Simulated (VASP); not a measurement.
Wanted: the native input for a VASP 6.6.1 run.

```
Task                   : single point
Functional             : PBEsol
Potentials or basis    : VASP PAW PBE potentials, release 64 (Cl)
Cutoff                 : 520 eV
k mesh                 : 8 × 8 × 4
Occupations            : gaussian, width 0.02 eV
Spin                   : no spin polarisation
Dipole correction      : no
Further INCAR settings : ALGO = Normal; EDIFF = 1e-06; NBANDS = 22
```

The structure of Cl lies in POSCAR:

```
Cl
1.0
    2.9398433327     -1.9430115479      0.0000000000
    2.9398433327      1.9430115479      0.0000000000
    0.0000000000      0.0000000000      7.9260283373
Cl
4
Direct
    0.8500000000      0.1500000000      0.1170000000
    0.6500000000      0.3500000000      0.6170000000
    0.1500000000      0.8500000000      0.8830000000
    0.3500000000      0.6500000000      0.3830000000
```

This cell differs from its parent crystal: I replaced by Cl, lengths x 0.840, strained.

The input as run:

INCAR

```
ALGO = Normal
EDIFF = 1E-6
ENCUT = 520
GGA = PS
ISIF = 2
ISMEAR = 0
LASPH = T
LCHARG = T
LELF = T
LREAL = F
LVHAR = T
LWAVE = F
NBANDS = 22
NELM = 80
PREC = Accurate
SIGMA = 0.02
```

KPOINTS

```
k-points
0
Gamma
  8 8 4
```

Potentials or basis: VASP PAW PBE potentials, release 64 (Cl).

Launch:

```sh
$ cat potpaw_PBE.64/Cl/POTCAR > POTCAR
$ mpirun -np 1 vasp_std > vasp.out
```

Results of the run:

- Pressure: -2.9 GPa
- Largest force: 1.315 eV/Å
- Band gap on the k mesh: 1.41 eV (least direct gap 1.55 eV)

Caveat: the cell differs from its parent crystal (I replaced by Cl, lengths x 0.840, strained); the stress differs along the axes, from -9 to 3 GPa; this functional lacks dispersion, which holds the molecules together, so the pressure and a relaxed volume are unreliable; the PAW data sets were made with another functional, which shifts forces and pressure a little.

Run time: 2.1 min on 1 thread of Oxide Virtual Turin-like Processor (shared host), peak memory 0.21 GiB.
